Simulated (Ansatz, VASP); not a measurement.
# Two plane-wave programs on Si2SnB3

```xyz
6
Lattice="2.6328 -4.7086 0.0000 2.6328 4.7086 0.0000 0.0000 0.0000 2.9773" Properties=species:S:1:pos:R:3 pbc="T T T"
Si    1.3164   -2.3543    1.4886
Si    1.3164    2.3543    1.4886
Sn    0.0000    0.0000    0.0000
B     2.6328   -0.9334    0.0000
B     2.6328    0.9334    0.0000
B     2.6328    0.0000    1.4886
```

Change from the starting cell: species swapped into the LaAl2Ag3 type (Cmmm, No. 65).

Alike in both runs: functional PBE; k mesh 4 × 4 × 6; occupations gaussian, width 0.1 eV; no spin polarisation.

Ansatz relaxed the structure, and its values are those at the end. VASP's run is a single point on that final structure, the one shown.

|  | VASP | Ansatz |
| --- | --- | --- |
| version | VASP 6.6.1 | Ansatz 0.2.0 |
| potentials or method | VASP PAW PBE potentials, release 64 (Si, Sn_d, B), cutoff 520 eV | scalar-relativistic, plane waves, PAW |
| valence electrons in the cell | 31 | 31 |

|  | VASP | Ansatz | Ansatz less VASP |
| --- | --- | --- | --- |
| gap on the k mesh at the Fermi level (eV) | none | none | - |
| pressure (GPa) | 0.0 | 0.0 | +0.03 |
| rms of the force components (eV/Å) | 0.004 | 0.004 | +0.0004 |

A gap of «none» marks a metal or a gap that the smearing closes.
